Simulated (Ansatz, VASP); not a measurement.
CdSe in VASP and in Ansatz

The input INCAR:

```
PREC = Accurate
ENCUT = 520
EDIFF = 1E-8
ISMEAR = -1
SIGMA = 0.03
LREAL = False
LASPH = True
NELM = 60
ALGO = Normal
ISIF = 2
LWAVE = False
LCHARG = False
LEFG = True
NBANDS = 16
```

The input KPOINTS:

```
Automatic mesh
0
Gamma
  8 8 8
```

The input POSCAR:

```
CdSe
1.0
    0.0000000000      3.1106741371      3.1106741371
    3.1106741371      0.0000000000      3.1106741371
    3.1106741371      3.1106741371      0.0000000000
Cd Se
1 1
Direct
    0.0000000000      0.0000000000      0.0000000000
    0.2500000000      0.2500000000      0.2500000000
```

Input for Ansatz:

```yaml
crystal:
  lattice:
    - [0.0, 3.1106741371, 3.1106741371]
    - [3.1106741371, 0.0, 3.1106741371]
    - [3.1106741371, 3.1106741371, 0.0]
  atoms:
    - { symbol: Cd, position: [0.0, 0.0, 0.0] }
    - { symbol: Se, position: [0.25, 0.25, 0.25] }
kpoints:
  mp_grid: { grid: [8, 8, 8] }
scf:
  occupations: { method: fermi_dirac, width: 0.03 }
hamiltonian:
  xc: lda
  pseudopotentials: { kind: paw }
output:
  forces: true
  stress: true
  eigenvalues: true
  efg: { contact_densities: true }
```

Change from the starting cell: functional lda, volume scaled by 1.04, PAW files.

Alike in both runs: task electric field gradients; functional LDA; k mesh 8 × 8 × 8; occupations fermi-dirac, width 0.03 eV; no spin polarisation.

```csv
,VASP,Ansatz
version,VASP 6.6.1,Ansatz 0.2.0
potentials or method,"VASP PAW LDA potentials, release 64 (Cd, Se)","PAW with Ansatz's default frozen-core files, scalar-relativistic"
plane-wave cutoff (eV),520,420
valence electrons in the cell,18,36
```

Ansatz gave:

* pressure (GPa): -4.7

Question: What did VASP give for the same quantities?

Answer: Pressure (GPa): -4.4.

LDA's correlation is that of Perdew and Zunger in VASP and of Perdew and Wang (1992) in Ansatz. VASP's potentials hold 18 valence electrons a cell and Ansatz's 36, so a difference there can come from the potentials and not from the codes.
